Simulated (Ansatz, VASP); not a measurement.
## SnO2: VASP beside Ansatz

```xyz
6
Lattice="4.8272 0.0000 0.0000 0.0000 4.8272 0.0000 0.0486 0.0000 3.2382" Properties=species:S:1:pos:R:3 pbc="T T T"
Sn    2.4379    2.4136    1.6191
Sn    0.0000    0.0000    0.0000
O     0.9580    3.8935    1.6191
O     3.9178    0.9337    1.6191
O     1.4799    1.4799    0.0000
O     3.3473    3.3473    0.0000
```

Change from the starting cell: shear of c along a, cell held, atoms relaxed: +1.5 %.

Alike in both runs: task relaxation of the atoms; functional PBE; k mesh 6 × 6 × 8; occupations gaussian, width 0.02 eV; no spin polarisation.

|  | VASP | Ansatz |
| --- | --- | --- |
| version | VASP 6.6.1 | Ansatz 0.2.0 |
| potentials or method | VASP PAW PBE potentials, release 64 (Sn_d, O), cutoff 520 eV | scalar-relativistic, plane waves, PAW |
| valence electrons in the cell | 52 | 52 |

Ansatz gave:

```
gap on the k mesh at the Fermi level, each at its own relaxed structure (eV) : 0.68
```

**Question.** Which values does VASP return?

**Answer.** gap on the k mesh at the Fermi level, each at its own relaxed structure (eV): 0.67.

Ansatz's warnings: stress scf threshold loose.
